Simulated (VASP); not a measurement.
# Cr (P6_3/mmc) in VASP: single point with LDA

Aim: the single point of Cr with LDA.

Program: VASP 6.6.1. These are calculated values, not measurements. Logs are shortened: lines on timing, memory, paths and dates and some standing lists are left out, and cuts for length are marked.

### Step 1. The cell of the first run

It takes space group P6_3/mmc (No. 194, hexagonal). The conventional cell has a = 2.714 Å, b = 2.714 Å, c = 4.410 Å, α = 90.00°, β = 90.00°, γ = 120.00°. Within 3.6 Å of Cr (site symmetry -6m2) lie 12 Cr at 2.71 Å.

This isn't the form of Cr at room conditions, which is bcc.

### Step 2. Single point, LDA, collinear spin, ferrimagnetic start

INCAR reads:

```
PREC = Accurate ; ENCUT = 520
EDIFF = 1E-7 ; ISMEAR = -1
SIGMA = 0.03 ; LREAL = F
LASPH = T ; NELM = 150
ALGO = Normal ; ISIF = 2
LWAVE = F ; LCHARG = F
ISPIN = 2 ; MAGMOM = 3 3 3 -3
LORBIT = 11 ; LMAXMIX = 4
NBANDS = 36
```

KPOINTS reads:

```
Automatic mesh
0
Gamma
  6 10 6
```

POSCAR reads:

```
Cr
1.0
    0.0000000000      0.0000000000      4.4100000000
    2.7140000000      0.0000000000      0.0000000000
    0.0000000000      4.7007858918      0.0000000000
Cr
4
Direct
    0.2500000000      1.0000000000      0.3333333334
    0.2500000000      0.5000000000      0.8333333334
    0.7500000000      0.5000000000      0.1666666666
    0.7500000000      0.0000000000      0.6666666666
```

Potentials or basis: VASP PAW LDA potentials, release 64 (Cr_pv).

Command:

```
$ cat potpaw_LDA.64/Cr_pv/POTCAR > POTCAR
$ mpirun -np 1 vasp_std > vasp.out
```

OUTCAR:

```text
PREC = Accurate
   ENCUT = 520
   EDIFF = 1E-7
   ISMEAR = -1
   LREAL = F
   LASPH = T
   NELM = 150
   ISIF = 2
   ISPIN = 2
   LORBIT = 11

 ion  position               nearest neighbor table
   1  0.250  0.000  0.333-   4 2.71   4 2.71   3 2.71   3 2.71   3 2.71   3 2.71   2 2.71   2 2.71
                             2 2.71   2 2.71
   2  0.250  0.500  0.833-   3 2.71   3 2.71   4 2.71   4 2.71   4 2.71   4 2.71   1 2.71   1 2.71
                             1 2.71   1 2.71
   3  0.750  0.500  0.167-   2 2.71   2 2.71   1 2.71   1 2.71   1 2.71   1 2.71   4 2.71   4 2.71
                             4 2.71   4 2.71
   4  0.750  0.000  0.667-   1 2.71   1 2.71   2 2.71   2 2.71   2 2.71   2 2.71   3 2.71   3 2.71
                             3 2.71   3 2.71

  LATTYP: Found a simple orthorhombic cell.
 ALAT       =     2.7140000000
 B/A-ratio  =     1.6249078850
 C/A-ratio  =     1.7320508076

  Lattice vectors:

 A1 = (  -2.7140000000,   0.0000000000,   0.0000000000)
 A2 = (   0.0000000000,   0.0000000000,   4.4100000000)
 A3 = (   0.0000000000,   4.7007858918,   0.0000000000)

Analysis of symmetry for initial positions (statically):
=====================================================================
 Subroutine PRICEL returns following result:

  LATTYP: Found a hexagonal cell.
 ALAT       =     2.7140000000
 C/A-ratio  =     1.6249078850

  Lattice vectors:

 A1 = (  -2.7140000000,   0.0000000000,   0.0000000000)
 A2 = (   1.3570000000,  -2.3503929459,   0.0000000000)
 A3 = (   0.0000000000,   0.0000000000,   4.4100000000)

   2 primitive cells build up your supercell.

 Routine SETGRP: Setting up the symmetry group for a
 simple orthorhombic supercell.

 Subroutine GETGRP returns: Found  8 space group operations
 (whereof  4 operations were pure point group operations)
 out of a pool of  8 trial point group operations.

The static configuration has the point symmetry C_2h.
 The point group associated with its full space group is D_2h.

Analysis of symmetry for dynamics (positions and initial velocities):
=====================================================================
 Subroutine PRICEL returns following result:

  LATTYP: Found a hexagonal cell.
 ALAT       =     2.7140000000
 C/A-ratio  =     1.6249078850

  Lattice vectors:

 A1 = (  -2.7140000000,   0.0000000000,   0.0000000000)
 A2 = (   1.3570000000,  -2.3503929459,   0.0000000000)
 A3 = (   0.0000000000,   0.0000000000,   4.4100000000)

   2 primitive cells build up your supercell.

[... 153 lines left out ...]
   LHFCALC =     F    Hartree Fock is set to
   AEXX    =    0.0000 exact exchange contribution
   IVDW    =     0    specifies the selected vdW correction
   LEPSILON=     F    determine dielectric tensor
   LRPA    =     F    only Hartree local field effects (RPA)
 spin polarized calculation
  energy-cutoff  :      520.00
  volume of cell :       56.26
 maximum number of plane-waves:      1540
 NGX is ok and might be reduce to    36
   NGX = 17   NGY = 11   NGZ = 17

 number of electron      48.0000012 magnetization       0.0003361

 number of electron      48.0000012 magnetization      -0.0017108

 Free energy of the ion-electron system (eV)
  ---------------------------------------------------
  ext. energy  EPLUGINS =         0.00000000
  ---------------------------------------------------
  free energy    TOTEN  =       -38.90914317 eV

  energy without entropy =      -38.87768165  energy(sigma->0) =      -38.89341241

 E-fermi :   8.0456     XC(G=0): -12.8666

 val. band max:        8.0452131463   @ k =   0.0000   0.3000   0.3333
 cond. band min:       8.0466733006   @ k =   0.1667   0.3000   0.5000
 fundamental gap:      0.0014601544
 Fermi energy:         8.0455866099

 spin component 1

 k-point     1 :       0.0000    0.0000    0.0000
  band No.  band energies     occupation
      1     -34.7405      1.00000
      2     -34.6850      1.00000
      3     -34.6137      1.00000
      4     -34.4793      1.00000
      5     -34.3800      1.00000
      6     -34.3682      1.00000
[... 925 lines left out ...]
     35      12.1283      0.00000
     36      12.1402      0.00000

 [... further k-points ...]

 spin component 2

 k-point     1 :       0.0000    0.0000    0.0000
  band No.  band energies     occupation
      1     -34.7409      1.00000
      2     -34.6855      1.00000
      3     -34.6142      1.00000
      4     -34.4797      1.00000
      5     -34.3805      1.00000
      6     -34.3687      1.00000
[... 925 lines left out ...]
     35      12.1280      0.00000
     36      12.1399      0.00000

 [... further k-points ...]

------------------------ aborting loop because EDIFF is reached ----------------------------------------

  FORCE on cell =-STRESS in cart. coord.  units (eV):
  Direction    XX          YY          ZZ          XY          YZ          ZX
  --------------------------------------------------------------------------------------
  -------------------------------------------------------------------------------------
  Total      -14.4312791    -14.7429704    -11.6854225      0.0000000      0.0000000      0.0000000
  in kB     -410.9571169   -419.8330957   -332.7638180      0.0000000      0.0000000      0.0000000
  external PRESSURE =    -387.8513436 kB  Pullay stress =       0.0000000 kB

 VOLUME and BASIS-vectors are now :
 -----------------------------------------------------------------------------
  energy-cutoff  :      520.00
  volume of cell :       56.26
      direct lattice vectors                 reciprocal lattice vectors
     0.000000000  0.000000000  4.410000000     0.000000000  0.000000000  0.226757370
     2.714000000  0.000000000  0.000000000     0.368459838  0.000000000  0.000000000
     0.000000000  4.700785892  0.000000000     0.000000000  0.212730387  0.000000000

 POSITION                                       TOTAL-FORCE (eV/Angst)
 -----------------------------------------------------------------------------------
      0.00000      1.56693      1.10250         0.000000     -0.009153      0.000000
      1.35700      3.91732      1.10250         0.000000     -0.009366      0.000000
      1.35700      0.78346      3.30750         0.000000      0.009183      0.000000
      0.00000      3.13386      3.30750         0.000000      0.009336      0.000000
 -----------------------------------------------------------------------------------
    total drift:                               -0.000000     -0.000070      0.000000

  FREE ENERGIE OF THE ION-ELECTRON SYSTEM (eV)
  ---------------------------------------------------
  free  energy   TOTEN  =       -38.9091431660 eV

  energy  without entropy=      -38.8776816452  energy(sigma->0) =      -38.89341241

 total charge

# of ion       s       p       d       tot
------------------------------------------
    1        0.377   6.272   4.080  10.729
    2        0.377   6.272   4.080  10.729
    3        0.377   6.272   4.079  10.729
    4        0.377   6.272   4.079  10.729
--------------------------------------------------
tot          1.510  25.088  16.318  42.916

 magnetization (x)

# of ion       s       p       d       tot
------------------------------------------
    1        0.003   0.004   0.275   0.281
    2       -0.003  -0.004  -0.276  -0.282
    3        0.005   0.005   0.394   0.403
    4       -0.005  -0.005  -0.395  -0.404
--------------------------------------------------
tot         -0.000  -0.000  -0.002  -0.002
```

OSZICAR:

```text
N       E                     dE             d eps       ncg     rms          rms(c)
DAV:   1     0.599756971745E+03    0.59976E+03   -0.27365E+04 13880   0.163E+03
DAV:   2    -0.130834285142E+02   -0.61284E+03   -0.59174E+03 13892   0.499E+02
[... 40 lines left out ...]
DAV:  43    -0.389091504897E+02    0.18833E-05   -0.46270E-05 18532   0.887E-02    0.561E-03
DAV:  44    -0.389091466073E+02    0.38824E-05   -0.10294E-04 18388   0.131E-01    0.511E-03
DAV:  45    -0.389091433314E+02    0.32759E-05   -0.94507E-05 18428   0.121E-01    0.578E-03
DAV:  46    -0.389091433138E+02    0.17614E-07   -0.16663E-05 18380   0.373E-02    0.417E-03
DAV:  47    -0.389091431523E+02    0.16145E-06   -0.19337E-06 20152   0.109E-02    0.402E-03
DAV:  48    -0.389091431660E+02   -0.13714E-07   -0.19724E-07 10768   0.394E-03
   1 F= -.38909143E+02 E0= -.38893412E+02  d E =-.314615E-01  mag=    -0.0026
```

It took 18 min on 1 thread of Intel Xeon 8259CL, shared host; peak memory 0.35 GiB.

Results:

```
Free energy                                           : -38.9091 eV
Pressure                                              : -38.8 GPa
Largest force                                         : 0.009 eV/Å
Band gap on the k mesh                                : zero (filled and empty bands overlap)
Net moment                                            : 0.00 μB per cell
Site moments                                          : Cr +0.28, -0.28, +0.40, -0.40 μB
Valence electrons inside the program's atomic spheres : Cr 10.73
```

Forces on the atoms (eV/Å):
```
Cr   0.000 -0.009  0.000
Cr   0.000 -0.009  0.000
Cr   0.000  0.009  0.000
Cr   0.000  0.009  0.000
```

Caveat: the stress differs along the axes, from -42 to -33 GPa.
